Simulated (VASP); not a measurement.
# Ta (Fd-3m) in VASP: single point with PBEsol

Aim: the single point of Ta with PBEsol.

Everything below comes from runs of VASP 6.6.1. Logs are shortened: lines on timing, memory, paths and dates and some standing lists are left out, and cuts for length are marked.

### Step 1. The cell of the first run

The structure is cubic, space group Fd-3m (No. 227). Conventional cell: a = 6.008 Å, b = 6.008 Å, c = 6.008 Å, α = 90.00°, β = 90.00°, γ = 90.00°. Ta (site symmetry -43m) has 4 Ta at 2.60 Å within 3.4 Å.

### Step 2. Single point, PBEsol

Input file INCAR:

```
SYSTEM = Ta
PREC     = Accurate       ! precision mode
ENCUT    = 520            ! plane-wave cutoff, eV
EDIFF    = 1E-6           ! SCF threshold, eV
ISMEAR   = -1             ! smearing method
SIGMA    = 0.13605693000000002 ! smearing width, eV
LREAL    = .False.        ! projectors in reciprocal space
LASPH    = .True.         ! aspherical terms in the spheres
NELM     = 100            ! most SCF steps
ALGO     = Normal         ! electronic algorithm
ISIF     = 2              ! what is computed and relaxed
LWAVE    = .False.        ! write WAVECAR
LCHARG   = .False.        ! write CHGCAR
GGA      = PS             ! functional
NBANDS   = 18             ! bands
```

Input file KPOINTS:

```
regular mesh
0
Gamma
  8 8 8
  0 0 0
```

Input file POSCAR:

```
Ta
1.0
    0.0000000000      3.0040685539      3.0040685539
    3.0040685539      0.0000000000      3.0040685539
    3.0040685539      3.0040685539      0.0000000000
Ta
2
Direct
    0.0000000000      0.0000000000      0.0000000000
    0.2500000000      0.2500000000      0.2500000000
```

Potentials or basis: VASP PAW PBE potentials, release 64 (Ta_pv).

The run is started by

```bash
$ cat potpaw_PBE.64/Ta_pv/POTCAR > POTCAR
$ mpirun -np 1 vasp_std > vasp.out
```

OUTCAR:

```text
SYSTEM = Ta
   PREC = Accurate
   ENCUT = 520
   EDIFF = 1E-6
   ISMEAR = -1
   LREAL = .False.
   LASPH = .True.
   NELM = 100
   ISIF = 2
   GGA = PS

 ion  position               nearest neighbor table
   1  0.000  0.000  0.000-   2 2.60   2 2.60   2 2.60   2 2.60
   2  0.250  0.250  0.250-   1 2.60   1 2.60   1 2.60   1 2.60

  LATTYP: Found a face centered cubic cell.
 ALAT       =     6.0081371078

  Lattice vectors:

 A1 = (   0.0000000000,   3.0040685539,   3.0040685539)
 A2 = (   3.0040685539,   0.0000000000,   3.0040685539)
 A3 = (   3.0040685539,   3.0040685539,   0.0000000000)

Analysis of symmetry for initial positions (statically):
=====================================================================
 Subroutine PRICEL returns:
 Original cell was already a primitive cell.

 Routine SETGRP: Setting up the symmetry group for a
 face centered cubic supercell.

 Subroutine GETGRP returns: Found 48 space group operations
 (whereof 24 operations were pure point group operations)
 out of a pool of 48 trial point group operations.

The static configuration has the point symmetry T_d .
 The point group associated with its full space group is O_h .

Analysis of symmetry for dynamics (positions and initial velocities):
=====================================================================
 Subroutine PRICEL returns:
 Original cell was already a primitive cell.

 Routine SETGRP: Setting up the symmetry group for a
 face centered cubic supercell.

 Subroutine GETGRP returns: Found 48 space group operations
 (whereof 24 operations were pure point group operations)
 out of a pool of 48 trial point group operations.

The dynamic configuration has the point symmetry T_d .
 The point group associated with its full space group is O_h .

 Subroutine INISYM returns: Found 48 space group operations
 (whereof 24 operations are pure point group operations),
 and found     1 'primitive' translations

----------------------------------------------------------------------------------------

                                     Primitive cell

  volume of cell :      54.2200

  direct lattice vectors                    reciprocal lattice vectors
     0.000000000  3.004068554  3.004068554    -0.166440942  0.166440942  0.166440942
     3.004068554  0.000000000  3.004068554     0.166440942 -0.166440942  0.166440942
     3.004068554  3.004068554  0.000000000     0.166440942  0.166440942 -0.166440942

  length of vectors
     4.248394491  4.248394491  4.248394491     0.288284168  0.288284168  0.288284168

  position of ions in fractional coordinates (direct lattice)
     0.000000000  0.000000000  0.000000000
     0.250000000  0.250000000  0.250000000

  ion indices of the primitive-cell ions
   primitive index   ion index
                 1           1
                 2           2

----------------------------------------------------------------------------------------

 KPOINTS: regular mesh

Automatic generation of k-mesh.
 Grid dimensions read from file:
 generate k-points for:    8    8    8

 Generating k-lattice:

  Cartesian coordinates                     Fractional coordinates (reciprocal lattice)
    -0.020805118  0.020805118  0.020805118     0.125000000  0.000000000  0.000000000
     0.020805118 -0.020805118  0.020805118     0.000000000  0.125000000  0.000000000
     0.020805118  0.020805118 -0.020805118     0.000000000  0.000000000  0.125000000

  Length of vectors
     0.036035521  0.036035521  0.036035521

  Shift w.r.t. Gamma in fractional coordinates (k-lattice)
     0.000000000  0.000000000  0.000000000

 Subroutine IBZKPT returns following result:
 ===========================================

 Found     29 irreducible k-points:

 Following reciprocal coordinates:
            Coordinates               Weight
  0.000000  0.000000  0.000000      1.000000
  0.125000  0.000000  0.000000      8.000000
  0.250000  0.000000  0.000000      8.000000
  0.375000  0.000000  0.000000      8.000000
  0.500000  0.000000  0.000000      4.000000
  0.125000  0.125000  0.000000      6.000000
[... 16 lines left out ...]
  0.500000  0.250000  0.125000     48.000000
 -0.375000  0.250000  0.125000     24.000000
 [... further k-points ...]
   k-points           NKPTS =     29   k-points in BZ     NKDIM =     29   number of bands    NBANDS=     18
   number of dos      NEDOS =    301   number of ions     NIONS =      2
   total plane-waves  NPLWV =  32768
   dimension x,y,z NGX =    32 NGY =   32 NGZ =   32
   dimension x,y,z NGXF=    64 NGYF=   64 NGZF=   64
   ions per type =               2
   NGX,Y,Z   is equivalent  to a cutoff of  12.52, 12.52, 12.52 a.u.
   NGXF,Y,Z  is equivalent  to a cutoff of  25.04, 25.04, 25.04 a.u.
 SYSTEM =  Ta
   PREC   = accura    normal or accurate (medium, high low for compatibility)
   ISTART =      0    job   : 0-new  1-cont  2-samecut
   ICHARG =      2    charge: 1-file 2-atom 10-const
   ISPIN  =      1    spin polarized calculation?
   LNONCOLLINEAR =      F non collinear calculations
   LSORBIT =      F    spin-orbit coupling
   LASPH  =      T    aspherical Exc in radial PAW
   ENCUT  =  520.0 eV  38.22 Ry    6.18 a.u.   7.90  7.90  7.90*2*pi/ulx,y,z
   NELM   =    100;   NELMIN=  2; NELMDL= -5     # of ELM steps
   EDIFF  = 0.1E-05   stopping-criterion for ELM
   LREAL  =      F    real-space projection
   EDIFFG = 0.1E-04   stopping-criterion for IOM
   NSW    =      0    number of steps for IOM
   IBRION =     -1    ionic relax: 0-MD 1-quasi-New 2-CG
   NFREE  =      0    steps in history (QN), initial steepest desc. (CG)
   ISIF   =      2    stress and relaxation
   ISYM   =      2    0-nonsym 1-usesym 2-fastsym
   POTIM  = 0.5000    time-step for ionic-motion
   TEBEG  =    0.0;   TEEND  =   0.0 temperature during run
   PSTRESS=    0.0 pullay stress
   NELECT =      22.0000    total number of electrons
   NUPDOWN=      -1.0000    fix difference up-down
   EMIN   =  10.00;   EMAX   =-10.00  energy-range for DOS
   EFERMI =   0.00;   METHOD = LEGACY
   ISMEAR =    -1;   SIGMA  =   0.14  broadening in eV -4-tet -1-fermi 0-gaus
   EFERMI_NEDOS =   21; number of points for ismear=-14 and -15
   IALGO  =     38    algorithm
   IMIX   =      4    mixing-type and parameters
     AMIX     =   0.40;   BMIX     =  1.00
     AMIX_MAG =   1.60;   BMIX_MAG =  1.00
  volume/ion in A,a.u.               =      27.11       182.95
  Fermi-wavevector in a.u.,A,eV,Ry     =   1.211981  2.290312 19.985577  1.468898
  Thomas-Fermi vector in A             =   2.347480
   LORBIT       =      0    0 simple, 1 ext, 2 COOP (PROOUT), +10 PAW based schemes
   GGA     = PS    functional components
   LHFCALC =     F    Hartree Fock is set to
   AEXX    =    0.0000 exact exchange contribution
   IVDW    =     0    specifies the selected vdW correction
   LEPSILON=     F    determine dielectric tensor
   LRPA    =     F    only Hartree local field effects (RPA)
 non-spin polarized calculation
  energy-cutoff  :      520.00
  volume of cell :       54.22
 maximum number of plane-waves:      1476
   NGX = 15   NGY = 15   NGZ = 15

 number of electron      21.9999997 magnetization

 Free energy of the ion-electron system (eV)
  ---------------------------------------------------
  ext. energy  EPLUGINS =         0.00000000
  ---------------------------------------------------
  free energy    TOTEN  =       -19.15836262 eV

  energy without entropy =      -18.92406665  energy(sigma->0) =      -19.04121464

 E-fermi :   2.1203     XC(G=0): -10.3557

 val. band max:        2.1004135373   @ k =   0.3750   0.1250   0.0000
 cond. band min:       2.1651241299   @ k =  -0.3750   0.5000   0.1250
 fundamental gap:      0.0647105926
 Fermi energy:         2.1203403520

 k-point     1 :       0.0000    0.0000    0.0000
  band No.  band energies     occupation
      1     -32.0040      2.00000
      2     -32.0040      2.00000
      3     -32.0040      2.00000
      4     -31.0975      2.00000
      5     -31.0975      2.00000
      6     -31.0975      2.00000
[... 10 lines left out ...]
     17       8.1968      0.00000
     18      12.1718      0.00000

 k-point     2 :       0.1250    0.0000    0.0000
  band No.  band energies     occupation
      1     -32.0202      2.00000
      2     -32.0202      2.00000
      3     -32.0024      2.00000
      4     -31.1017      2.00000
      5     -31.0802      2.00000
      6     -31.0802      2.00000
[... 10 lines left out ...]
     17       8.1342      0.00000
     18      11.8417      0.00000

 k-point     3 :       0.2500    0.0000    0.0000
  band No.  band energies     occupation
      1     -32.0568      2.00000
      2     -32.0568      2.00000
      3     -31.9991      2.00000
      4     -31.1109      2.00000
      5     -31.0406      2.00000
      6     -31.0406      2.00000
[... 10 lines left out ...]
     17       7.9071      0.00000
     18      10.4714      0.00000

 k-point     4 :       0.3750    0.0000    0.0000
  band No.  band energies     occupation
      1     -32.0908      2.00000
      2     -32.0908      2.00000
      3     -31.9968      2.00000
      4     -31.1189      2.00000
      5     -31.0037      2.00000
      6     -31.0037      2.00000
[... 375 lines left out ...]
      4     -31.2244      2.00000
      5     -30.9949      2.00000
      6     -30.9562      2.00000
[... 10 lines left out ...]
     17       8.3576      0.00000
     18      10.0263      0.00000

 k-point    23 :       0.5000    0.2500    0.1250
  band No.  band energies     occupation
      1     -32.1829      2.00000
      2     -32.1291      2.00000
      3     -31.8388      2.00000
      4     -31.2787      2.00000
      5     -30.9629      2.00000
      6     -30.9120      2.00000
[... 10 lines left out ...]
     17       8.0480      0.00000
     18       8.2762      0.00000

 k-point    24 :      -0.3750    0.2500    0.1250
  band No.  band energies     occupation
      1     -32.1985      2.00000
      2     -32.1430      2.00000
      3     -31.8147      2.00000
      4     -31.3033      2.00000
      5     -30.9478      2.00000
      6     -30.8970      2.00000
[... 10 lines left out ...]
     17       7.3762      0.00000
     18       7.5061      0.00000

 [... further k-points ...]
[... 5 lines left out ...]
  --------------------------------------------------------------------------------------
  -------------------------------------------------------------------------------------
  Total        0.0471595      0.0471595      0.0471595      0.0000000      0.0000000      0.0000000
  in kB        1.3935423      1.3935423      1.3935423      0.0000000      0.0000000      0.0000000
  external PRESSURE =       1.3935423 kB  Pullay stress =       0.0000000 kB

 VOLUME and BASIS-vectors are now :
 -----------------------------------------------------------------------------
  energy-cutoff  :      520.00
  volume of cell :       54.22
      direct lattice vectors                 reciprocal lattice vectors
     0.000000000  3.004068554  3.004068554    -0.166440942  0.166440942  0.166440942
     3.004068554  0.000000000  3.004068554     0.166440942 -0.166440942  0.166440942
     3.004068554  3.004068554  0.000000000     0.166440942  0.166440942 -0.166440942

 POSITION                                       TOTAL-FORCE (eV/Angst)
 -----------------------------------------------------------------------------------
      0.00000      0.00000      0.00000         0.000000      0.000000      0.000000
      1.50203      1.50203      1.50203        -0.000000     -0.000000     -0.000000
 -----------------------------------------------------------------------------------
    total drift:                               -0.000000      0.000000      0.000000

  FREE ENERGIE OF THE ION-ELECTRON SYSTEM (eV)
  ---------------------------------------------------
  free  energy   TOTEN  =       -19.1583626200 eV

  energy  without entropy=      -18.9240666519  energy(sigma->0) =      -19.04121464
```

Run time: 30 s. Hardware: 1 thread of AMD EPYC 7R13, shared host; peak memory 0.15 GiB.

Results:

| Item | Value |
| --- | --- |
| Free energy | -19.1584 eV |
| Pressure | 0.1 GPa |
| Band gap on the k mesh | zero (band 11 reaches 2.75 eV, above the bottom of band 12 at 1.71 eV) |

Levels at points of the mesh, in eV from the Fermi level:
```csv
k point,band 7,band 8,band 9,band 10,band 11,band 12,band 13,band 14,band 15,band 16
"(0.00, 0.00, 0.00)",-5.74,-1.10,-1.10,-0.31,-0.31,-0.31,2.08,2.08,2.08,6.08
"(0.50, 0.00, 0.00)",-3.20,-1.31,-0.96,-0.96,-0.41,-0.41,-0.07,3.29,3.29,4.97
"(0.50, 0.50, 0.00)",-2.11,-2.11,-0.99,-0.99,-0.30,-0.30,1.82,1.82,4.45,4.45
```

Caveat: the PAW data sets were made with another functional, which shifts forces and pressure a little; spin-orbit coupling is left out, which moves the levels of the heavy elements.
